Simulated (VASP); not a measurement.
# Mn3Sn (P6_3/mmc) in VASP: single point with PBE

Aim: the single point of Mn3Sn with PBE.

Program: VASP 6.6.1. These are calculated values, not measurements. Logs are shortened: lines on timing, memory, paths and dates and some standing lists are left out, and cuts for length are marked.

**1. The cell of the first run**

Symmetry: P6_3/mmc, No. 194, hexagonal system. The conventional cell has a = 5.670 Å, b = 5.670 Å, c = 4.530 Å, α = 90.00°, β = 90.00°, γ = 120.00°. Within 3.7 Å of Mn (site symmetry mm2) lie 4 Sn at 2.79 to 2.84 Å and 8 Mn at 2.80 to 2.84 Å. Sn (site symmetry -6m2) has 12 Mn at 2.79 to 2.84 Å within 3.7 Å.

**2. Single point, PBE**

The input, INCAR:

```
SYSTEM = Mn3Sn
ALGO = Normal ; EDIFF = 1E-7
ENCUT = 520 ; GGA = PE
ISIF = 2 ; ISMEAR = -1
LASPH = .True. ; LCHARG = .True.
LELF = .True. ; LREAL = .False.
LVHAR = .True. ; LWAVE = .False.
NBANDS = 63 ; NELM = 100
PREC = Accurate ; SIGMA = 0.05
```

The input, KPOINTS:

```
k-points
0
Gamma
  7 7 8
  0 0 0
```

The input, POSCAR:

```
Mn3Sn
1.0
    5.6700000000      0.0000000000      0.0000000000
   -2.8350000000      4.9103640400      0.0000000000
    0.0000000000      0.0000000000      4.5300000000
Mn Sn
6 2
Direct
    0.8330000000      0.6660000000      0.2500000000
    0.1670000000      0.8330000000      0.7500000000
    0.3340000000      0.1670000000      0.2500000000
    0.1670000000      0.3340000000      0.7500000000
    0.8330000000      0.1670000000      0.2500000000
    0.6660000000      0.8330000000      0.7500000000
    0.3333333300      0.6666666700      0.2500000000
    0.6666666700      0.3333333300      0.7500000000
```

Potentials or basis: VASP PAW PBE potentials, release 64 (Mn_pv, Sn_d).

Launch:

```sh
$ cat potpaw_PBE.64/Mn_pv/POTCAR potpaw_PBE.64/Sn_d/POTCAR > POTCAR
$ mpirun -np 1 vasp_std > vasp.out
```

OUTCAR:

```text
SYSTEM = Mn3Sn
   EDIFF = 1E-7
   ENCUT = 520
   GGA = PE
   ISIF = 2
   ISMEAR = -1
   LASPH = .True.
   LREAL = .False.
   NELM = 100
   PREC = Accurate

 ion  position               nearest neighbor table
   1  0.833  0.666  0.250-   8 2.79   8 2.79   2 2.80   2 2.80   6 2.80   6 2.80   5 2.83   3 2.83
                             7 2.84   7 2.84   5 2.84   3 2.84
   2  0.167  0.833  0.750-   7 2.79   7 2.79   1 2.80   1 2.80   3 2.80   3 2.80   6 2.83   4 2.83
                             8 2.84   8 2.84   6 2.84   4 2.84
   3  0.334  0.167  0.250-   8 2.79   8 2.79   4 2.80   4 2.80   2 2.80   2 2.80   5 2.83   1 2.83
                             7 2.84   7 2.84   5 2.84   1 2.84
   4  0.167  0.334  0.750-   7 2.79   7 2.79   3 2.80   3 2.80   5 2.80   5 2.80   2 2.83   6 2.83
                             8 2.84   8 2.84   2 2.84   6 2.84
   5  0.833  0.167  0.250-   8 2.79   8 2.79   4 2.80   4 2.80   6 2.80   6 2.80   3 2.83   1 2.83
                             7 2.84   7 2.84   3 2.84   1 2.84
   6  0.666  0.833  0.750-   7 2.79   7 2.79   1 2.80   1 2.80   5 2.80   5 2.80   2 2.83   4 2.83
                             8 2.84   8 2.84   2 2.84   4 2.84
   7  0.333  0.667  0.250-   2 2.79   2 2.79   6 2.79   6 2.79   4 2.79   4 2.79   1 2.84   3 2.84
                             5 2.84   5 2.84   1 2.84   3 2.84
   8  0.667  0.333  0.750-   5 2.79   5 2.79   3 2.79   3 2.79   1 2.79   1 2.79   4 2.84   6 2.84
                             2 2.84   2 2.84   4 2.84   6 2.84

  LATTYP: Found a hexagonal cell.
 ALAT       =     5.6700000000
 C/A-ratio  =     0.7989417989

  Lattice vectors:

 A1 = (   5.6700000000,   0.0000000000,   0.0000000000)
 A2 = (  -2.8350000000,   4.9103640400,   0.0000000000)
 A3 = (   0.0000000000,   0.0000000000,   4.5300000000)

Analysis of symmetry for initial positions (statically):
=====================================================================
 Subroutine PRICEL returns:
 Original cell was already a primitive cell.

 Routine SETGRP: Setting up the symmetry group for a
 hexagonal supercell.

 Subroutine GETGRP returns: Found 24 space group operations
 (whereof 12 operations were pure point group operations)
 out of a pool of 24 trial point group operations.

The static configuration has the point symmetry D_3d.
 The point group associated with its full space group is D_6h.

Analysis of symmetry for dynamics (positions and initial velocities):
=====================================================================
 Subroutine PRICEL returns:
 Original cell was already a primitive cell.

 Routine SETGRP: Setting up the symmetry group for a
 hexagonal supercell.

 Subroutine GETGRP returns: Found 24 space group operations
 (whereof 12 operations were pure point group operations)
 out of a pool of 24 trial point group operations.

The dynamic configuration has the point symmetry D_3d.
 The point group associated with its full space group is D_6h.

 Subroutine INISYM returns: Found 24 space group operations
 (whereof 12 operations are pure point group operations),
 and found     1 'primitive' translations

----------------------------------------------------------------------------------------

                                     Primitive cell

  volume of cell :     126.1232

  direct lattice vectors                    reciprocal lattice vectors
     5.670000000  0.000000000  0.000000000     0.176366843  0.101825444  0.000000000
    -2.835000000  4.910364040  0.000000000     0.000000000  0.203650889  0.000000000
     0.000000000  0.000000000  4.530000000     0.000000000  0.000000000  0.220750552

  length of vectors
     5.670000000  5.670000000  4.530000000     0.203650889  0.203650889  0.220750552

  position of ions in fractional coordinates (direct lattice)
     0.833000000  0.666000000  0.250000000
     0.167000000  0.833000000  0.750000000
     0.334000000  0.167000000  0.250000000
     0.167000000  0.334000000  0.750000000
     0.833000000  0.167000000  0.250000000
     0.666000000  0.833000000  0.750000000
     0.333333330  0.666666670  0.250000000
     0.666666670  0.333333330  0.750000000

  ion indices of the primitive-cell ions
   primitive index   ion index
                 1           1
                 2           2
                 3           3
                 4           4
                 5           5
                 6           6
                 7           7
                 8           8

----------------------------------------------------------------------------------------

 KPOINTS: k-points

Automatic generation of k-mesh.
 Grid dimensions read from file:
 generate k-points for:    7    7    8

 Generating k-lattice:

  Cartesian coordinates                     Fractional coordinates (reciprocal lattice)
     0.025195263  0.014546492  0.000000000     0.142857143  0.000000000  0.000000000
     0.000000000  0.029092984  0.000000000     0.000000000  0.142857143  0.000000000
     0.000000000  0.000000000  0.027593819     0.000000000  0.000000000  0.125000000

  Length of vectors
     0.029092984  0.029092984  0.027593819

  Shift w.r.t. Gamma in fractional coordinates (k-lattice)
     0.000000000  0.000000000  0.000000000

 Subroutine IBZKPT returns following result:
 ===========================================

 Found     40 irreducible k-points:

 Following reciprocal coordinates:
            Coordinates               Weight
  0.000000  0.000000  0.000000      1.000000
  0.142857  0.000000  0.000000      6.000000
  0.285714  0.000000  0.000000      6.000000
  0.428571  0.000000  0.000000      6.000000
  0.142857  0.142857  0.000000      6.000000
  0.285714  0.142857  0.000000     12.000000
[... 16 lines left out ...]
  0.428571  0.142857  0.250000     12.000000
  0.285714  0.285714  0.250000     12.000000
 [... further k-points ...]
   k-points           NKPTS =     40   k-points in BZ     NKDIM =     40   number of bands    NBANDS=     63
   number of dos      NEDOS =    301   number of ions     NIONS =      8
   total plane-waves  NPLWV =  63504
   dimension x,y,z NGX =    42 NGY =   42 NGZ =   36
   dimension x,y,z NGXF=    84 NGYF=   84 NGZF=   72
   ions per type =               6   2
   NGX,Y,Z   is equivalent  to a cutoff of  12.31, 12.31, 13.21 a.u.
   NGXF,Y,Z  is equivalent  to a cutoff of  24.63, 24.63, 26.42 a.u.
 SYSTEM =  Mn3Sn
   PREC   = accura    normal or accurate (medium, high low for compatibility)
   ISTART =      0    job   : 0-new  1-cont  2-samecut
   ICHARG =      2    charge: 1-file 2-atom 10-const
   ISPIN  =      1    spin polarized calculation?
   LNONCOLLINEAR =      F non collinear calculations
   LSORBIT =      F    spin-orbit coupling
   LASPH  =      T    aspherical Exc in radial PAW
   ENCUT  =  520.0 eV  38.22 Ry    6.18 a.u.  10.54 10.54  8.42*2*pi/ulx,y,z
   NELM   =    100;   NELMIN=  2; NELMDL= -5     # of ELM steps
   EDIFF  = 0.1E-06   stopping-criterion for ELM
   LREAL  =      F    real-space projection
   EDIFFG = 0.1E-05   stopping-criterion for IOM
   NSW    =      0    number of steps for IOM
   IBRION =     -1    ionic relax: 0-MD 1-quasi-New 2-CG
   NFREE  =      0    steps in history (QN), initial steepest desc. (CG)
   ISIF   =      2    stress and relaxation
   ISYM   =      2    0-nonsym 1-usesym 2-fastsym
   POTIM  = 0.5000    time-step for ionic-motion
   TEBEG  =    0.0;   TEEND  =   0.0 temperature during run
   PSTRESS=    0.0 pullay stress
   NELECT =     106.0000    total number of electrons
   NUPDOWN=      -1.0000    fix difference up-down
   EMIN   =  10.00;   EMAX   =-10.00  energy-range for DOS
   EFERMI =   0.00;   METHOD = LEGACY
   ISMEAR =    -1;   SIGMA  =   0.05  broadening in eV -4-tet -1-fermi 0-gaus
   EFERMI_NEDOS =   21; number of points for ismear=-14 and -15
   IALGO  =     38    algorithm
   IMIX   =      4    mixing-type and parameters
     AMIX     =   0.40;   BMIX     =  1.00
     AMIX_MAG =   1.60;   BMIX_MAG =  1.00
  volume/ion in A,a.u.               =      15.77       106.39
  Fermi-wavevector in a.u.,A,eV,Ry     =   1.544941  2.919515 32.474952  2.386842
  Thomas-Fermi vector in A             =   2.650390
   LORBIT       =      0    0 simple, 1 ext, 2 COOP (PROOUT), +10 PAW based schemes
   GGA     = PE    functional components
   LHFCALC =     F    Hartree Fock is set to
   AEXX    =    0.0000 exact exchange contribution
   IVDW    =     0    specifies the selected vdW correction
   LEPSILON=     F    determine dielectric tensor
   LRPA    =     F    only Hartree local field effects (RPA)
 non-spin polarized calculation
  energy-cutoff  :      520.00
  volume of cell :      126.12
 maximum number of plane-waves:      3427
 NGX is ok and might be reduce to    42
   NGX = 21   NGY = 21   NGZ = 17

 number of electron     106.0000137 magnetization

 Free energy of the ion-electron system (eV)
  ---------------------------------------------------
  ext. energy  EPLUGINS =         0.00000000
  ---------------------------------------------------
  free energy    TOTEN  =       -56.59797579 eV

  energy without entropy =      -56.40444792  energy(sigma->0) =      -56.50121185

 E-fermi :   8.5803     XC(G=0): -12.1906

 val. band max:        8.5795412989   @ k =   0.2857   0.0000   0.2500
 cond. band min:       8.5804114635   @ k =   0.2857   0.1429   0.1250
 fundamental gap:      0.0008701647
 Fermi energy:         8.5803330754

 k-point     1 :       0.0000    0.0000    0.0000
  band No.  band energies     occupation
      1     -39.3438      2.00000
      2     -39.3289      2.00000
      3     -39.2955      2.00000
      4     -39.2916      2.00000
      5     -39.2916      2.00000
      6     -39.2730      2.00000
[... 55 lines left out ...]
     62       9.6013      0.00000
     63       9.9671      0.00000

 k-point     2 :       0.1429    0.0000    0.0000
  band No.  band energies     occupation
      1     -39.3426      2.00000
      2     -39.3235      2.00000
      3     -39.2929      2.00000
      4     -39.2917      2.00000
      5     -39.2911      2.00000
      6     -39.2732      2.00000
[... 1507 lines left out ...]
     62       9.6900      0.00000
     63      10.0555      0.00000

 [... further k-points ...]

------------------------ aborting loop because EDIFF is reached ----------------------------------------

  FORCE on cell =-STRESS in cart. coord.  units (eV):
  Direction    XX          YY          ZZ          XY          YZ          ZX
  --------------------------------------------------------------------------------------
  -------------------------------------------------------------------------------------
  Total      -19.4387861    -19.4387861    -17.7264225      0.0000000      0.0000000      0.0000000
  in kB     -246.9362057   -246.9362058   -225.1835845      0.0000000      0.0000000      0.0000000
  external PRESSURE =    -239.6853320 kB  Pullay stress =       0.0000000 kB

 VOLUME and BASIS-vectors are now :
 -----------------------------------------------------------------------------
  energy-cutoff  :      520.00
  volume of cell :      126.12
      direct lattice vectors                 reciprocal lattice vectors
     5.670000000  0.000000000  0.000000000     0.176366843  0.101825444  0.000000000
    -2.835000000  4.910364040  0.000000000     0.000000000  0.203650889  0.000000000
     0.000000000  0.000000000  4.530000000     0.000000000  0.000000000  0.220750552

 POSITION                                       TOTAL-FORCE (eV/Angst)
 -----------------------------------------------------------------------------------
      2.83500      3.27030      1.13250         0.000000      0.555800      0.000000
     -1.41466      4.09033      3.39750        -0.481337      0.277900      0.000000
      1.42034      0.82003      1.13250        -0.481337     -0.277900     -0.000000
      0.00000      1.64006      3.39750        -0.000000     -0.555800     -0.000000
      4.24966      0.82003      1.13250         0.481337     -0.277900     -0.000000
      1.41466      4.09033      3.39750         0.481337      0.277900      0.000000
     -0.00000      3.27358      1.13250         0.000000      0.000000      0.000000
      2.83500      1.63679      3.39750        -0.000000      0.000000      0.000000
 -----------------------------------------------------------------------------------
    total drift:                               -0.000023      0.000013      0.000000

  FREE ENERGIE OF THE ION-ELECTRON SYSTEM (eV)
  ---------------------------------------------------
  free  energy   TOTEN  =       -56.5979757929 eV

  energy  without entropy=      -56.4044479167  energy(sigma->0) =      -56.50121185
```

Wall time 5.3 min (1 thread of Intel Xeon Platinum 8375C at 2.90GHz (Ice Lake), shared host); peak memory 0.39 GiB.

What came out:

```
Free energy            : -56.5980 eV
Pressure               : -24.0 GPa
Largest force          : 0.556 eV/Å
Band gap on the k mesh : zero (bands 53 and 54 overlap by 0.24 eV)
```

Forces in eV/Å, atoms in the order of the input:
```
Mn   0.000  0.556  0.000
Mn  -0.481  0.278  0.000
Mn  -0.481 -0.278  0.000
Mn   0.000 -0.556  0.000
Mn   0.481 -0.278  0.000
Mn   0.481  0.278  0.000
Sn   0.000  0.000  0.000
Sn   0.000  0.000  0.000
```

Stress tensor (GPa, compression positive):
```
-24.69   0.00   0.00
  0.00 -24.69   0.00
  0.00   0.00 -22.52
```

Levels at points of the mesh, in eV from the Fermi level:
```
           k point  band 51  band 52  band 53  band 54  band 55  band 56
(0.00, 0.00, 0.00)    -0.05     0.05     0.05     0.25     0.25     0.28
(0.00, 0.00, 0.50)    -0.21    -0.21    -0.13    -0.13     0.30     0.30
```

Caveat: the cell stands under tension; spin-orbit coupling is left out, which moves the levels of the heavy elements; the run has no spin polarisation, though such a crystal can be magnetic.
